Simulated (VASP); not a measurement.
# Ga: relaxation of cell and atoms with PBE

The system is Ga.

```xyz
1
Lattice="2.7377 0.0000 0.0000 0.0000 2.7377 0.0000 0.0000 0.0000 2.7377" Properties=species:S:1:pos:R:3 pbc="T T T"
Ga    0.0000    0.0000    0.0000
```

```json
{
 "Program": "VASP 6.6.1",
 "Task": "relaxation of cell and atoms",
 "Functional": "PBE",
 "Potentials or basis": "VASP PAW PBE potentials, release 64 (Ga_d)",
 "Cutoff": "600 eV",
 "k mesh": "15 × 15 × 15",
 "Occupations": "fermi-dirac, width 0.05 eV",
 "Spin": "no spin polarisation",
 "Dipole correction": "no",
 "Further INCAR settings": "ALGO = Normal; EDIFF = 1e-07; IBRION = 2; EDIFFG = -0.005; NSW = 60; ISIF = 3"
}
```

| Item | Value |
| --- | --- |
| Relaxed volume | 20.22 Å³/atom |
| Relaxed cell | a = 2.724 Å, b = 2.724 Å, c = 2.724 Å, α = 90.00°, β = 90.00°, γ = 90.00° |
| Space group after relaxing (to 0.05 Å) | Pm-3m (No. 221) |
| Energy gained by relaxing | 0.6 meV/atom |
| Ionic steps | 5 |
| Pressure after relaxing | 0.0 GPa |

Step by step:
```csv
step,energy change (eV),largest force (eV/Å),pressure (GPa),volume (Å³)
1,0.0000,0.0000,-0.65,20.52
2,-0.0006,0.0000,-0.14,20.27
3,-0.0006,0.0000,0.09,20.20
4,-0.0006,0.0000,-0.06,20.23
5,-0.0006,0.0000,0.00,20.22
```

Final structure:
```
Ga
1.0
     2.72435    0.00000    0.00000
     0.00000    2.72435    0.00000
     0.00000    0.00000    2.72435
Ga
1
Direct
  0.00000 0.00000 0.00000
```

Levels at points of the mesh, in eV from the Fermi level:
| k point | band 3 | band 4 | band 5 | band 6 | band 7 | band 8 | band 9 | band 10 |
| --- | --- | --- | --- | --- | --- | --- | --- | --- |
| (0.00, 0.00, 0.00) | -14.52 | -14.52 | -14.52 | -10.43 | 8.97 | 8.97 | 8.97 | 11.90 |

Wall time 22 s on 1 thread of Intel(R) Xeon(R) 6975P-C (Granite Rapids), on a shared host, peak memory 0.16 GiB.
